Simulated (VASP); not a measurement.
TaAgBr3, 10 atoms in the cell. Symmetry: R3c, No. 161, trigonal system. The conventional cell has a = 7.169 Å, b = 7.169 Å, c = 17.788 Å, α = 90.00°, β = 90.00°, γ = 120.00°. Ta (site symmetry 3) has 6 Br at 2.52 to 2.63 Å within 3.3 Å. Within 3.3 Å of Br (site symmetry 1) lie 2 Ta at 2.52 to 2.63 Å and 1 Ag at 3.19 Å. Ag (site symmetry 3) has 12 Br at 3.19 to 3.98 Å within 4.2 Å. 

* Program: VASP 6.6.1
* Task: single point
* Functional: PBE
* Potentials or basis: VASP PAW PBE potentials, release 64 (Ta_pv, Br, Ag)
* Cutoff: 520 eV
* k mesh: 4 × 4 × 4
* Occupations: fermi-dirac, width 0.1 eV
* Spin: no spin polarisation
* Dipole correction: no
* Further INCAR settings: ALGO = Normal; EDIFF = 1e-07; NBANDS = 54

Potentials or basis: VASP PAW PBE potentials, release 64 (Ta_pv, Br, Ag).

Command:

```bash
$ cat potpaw_PBE.64/Ta_pv/POTCAR potpaw_PBE.64/Br/POTCAR potpaw_PBE.64/Ag/POTCAR > POTCAR
$ mpirun -np 1 vasp_std > vasp.out
```

Hardware: 1 thread of Intel(R) Xeon(R) Platinum 8488C (Sapphire Rapids), with other jobs on the host.

**Question.** Estimate the wall time of this run.

**Answer.** It took 2.5 min on 1 thread of Intel(R) Xeon(R) Platinum 8488C (Sapphire Rapids), with other jobs on the host, peak memory 0.46 GiB. Counts: scf iterations 15, k points 13.
